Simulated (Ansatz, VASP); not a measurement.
This is a calculation of NaCl for Ansatz 0.2.0.

File input.yaml:

```yaml
crystal:
  lattice:
    - [0.0, 2.7940632177, 2.7940632177]
    - [2.7940632177, 0.0, 2.7940632177]
    - [2.7940632177, 2.7940632177, 0.0]
  atoms:
    - { symbol: Cl, position: [0.5, 0.5, 0.5] }
    - { symbol: Na, position: [0.0, 0.0, 0.0] }
hamiltonian:
  xc: pbe
  pseudopotentials: { kind: paw }
kpoints:
  mp_grid: { grid: [8, 8, 8] }
scf:
  occupations: { method: gaussian, width: 0.025 }
output:
  forces: true
  stress: true
  eigenvalues: true
```

Potentials or basis: Ansatz PAW.

Command:

```bash
$ ansatz run input.yaml --threads 2 --pin off --max-ram 5632MiB --backend cpu --events-out ev --progress --plain --runs-dir out
```

Problem. Translate it to VASP 6.6.1. Potentials there: VASP PAW PBE potentials, release 64 (Cl, Na_pv).

Solution. As run (the cutoff follows the program's own potentials):

INCAR

```
SYSTEM = NaCl
ALGO = Normal ; EDIFF = 1E-6
ENCUT = 520 ; GGA = PE
ISIF = 2 ; ISMEAR = 0
LASPH = .True. ; LCHARG = .True.
LELF = .True. ; LREAL = .False.
LVHAR = .True. ; LWAVE = .False.
NBANDS = 14 ; NELM = 60
PREC = Accurate ; SIGMA = 0.025
```

Contents of KPOINTS:

```
k-points
0
Gamma
  8 8 8
  0 0 0
```

File POSCAR:

```
NaCl
1.0
    0.0000000000      2.7940632177      2.7940632177
    2.7940632177      0.0000000000      2.7940632177
    2.7940632177      2.7940632177      0.0000000000
Cl Na
1 1
Direct
    0.5000000000      0.5000000000      0.5000000000
    0.0000000000      0.0000000000      0.0000000000
```

Potentials or basis: VASP PAW PBE potentials, release 64 (Cl, Na_pv).

Launch:

```console
$ cat potpaw_PBE.64/Cl/POTCAR potpaw_PBE.64/Na_pv/POTCAR > POTCAR
$ mpirun -np 1 vasp_std > vasp.out
```

Both were run:

|  | VASP | Ansatz | Ansatz less VASP |
| --- | --- | --- | --- |
| gap on the k mesh at the Fermi level (eV) | 5.22 | 5.22 | 0.000 |
| least direct gap on the mesh (eV) | 5.22 | 5.22 | 0.000 |
| pressure (GPa) | 1.5 | 1.5 | +0.02 |

VASP's potentials hold 14 valence electrons a cell and Ansatz's 16, so a difference there can come from the potentials and not from the codes.
